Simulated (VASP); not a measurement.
Here is a VASP 6.6.1 calculation.

Contents of INCAR:

```
SYSTEM = F
PREC = Accurate
ENCUT = 520
EDIFF = 1E-6
ISMEAR = -1
SIGMA = 0.1
LREAL = .False.
LASPH = .True.
NELM = 80
ALGO = Normal
ISIF = 2
LWAVE = .False.
LCHARG = .False.
NBANDS = 14
```

File KPOINTS:

```
Automatic mesh
0
Gamma
  14 14 14
  0 0 0
```

The input POSCAR:

```
F
1.0
    0.0000000000      2.1647749842      2.1647749842
    2.1647749842      0.0000000000      2.1647749842
    2.1647749842      2.1647749842      0.0000000000
F
2
Direct
   -0.1250000000     -0.1250000000     -0.1250000000
    0.1250000000      0.1250000000      0.1250000000
```

Potentials or basis: VASP PAW LDA potentials, release 64 (F).

Launch:

```sh
$ cat potpaw_LDA.64/F/POTCAR > POTCAR
$ mpirun -np 1 vasp_std > vasp.out
```

Task: What does it give for the pressure?

Result: 23.1 GPa.

Task: Estimate the band gap on the k mesh.

Result: Zero (bands 7 and 8 overlap by 1.80 eV).

Caveat: the cell stands under pressure.
